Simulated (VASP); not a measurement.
Write the native input for VASP 6.6.1 that does the following.

* Task: single point
* Functional: PBE
* Potentials or basis: VASP PAW PBE potentials, release 64 (Na_pv)
* Cutoff: 520 eV
* k mesh: 37 × 37 × 37
* Occupations: fermi-dirac, width 0.0612256 eV
* Spin: no spin polarisation
* Dipole correction: no
* Further INCAR settings: ALGO = Normal; EDIFF = 1e-06; NBANDS = 10

The structure of Na lies in POSCAR:

```
Na
1.0
   -2.0562431711      2.0562431711      2.0562431711
    2.0562431711     -2.0562431711      2.0562431711
    2.0562431711      2.0562431711     -2.0562431711
Na
1
Direct
    0.0000000000      0.0000000000      0.0000000000
```

The input as run:

INCAR

```
PREC     = Accurate       # precision mode
ENCUT    = 520            # plane-wave cutoff, eV
EDIFF    = 1E-6           # SCF threshold, eV
ISMEAR   = -1             # smearing method
SIGMA    = 0.06122561905347299 # smearing width, eV
LREAL    = F              # projectors in reciprocal space
LASPH    = T              # aspherical terms in the spheres
NELM     = 100            # most SCF steps
ALGO     = Normal         # electronic algorithm
ISIF     = 2              # what is computed and relaxed
LWAVE    = F              # write WAVECAR
LCHARG   = F              # write CHGCAR
GGA      = PE             # functional
NBANDS   = 10             # bands
```

KPOINTS

```
Automatic mesh
0
Gamma
  37 37 37
```

Potentials or basis: VASP PAW PBE potentials, release 64 (Na_pv).

Launch:

```console
$ cat potpaw_PBE.64/Na_pv/POTCAR > POTCAR
$ mpirun -np 1 vasp_std > vasp.out
```

Results of the run:

The pressure is 0.5 GPa.

Wall time 100 s on 1 thread of Intel(R) Xeon(R) 6975P-C (Granite Rapids), on a shared host, peak memory 0.46 GiB.
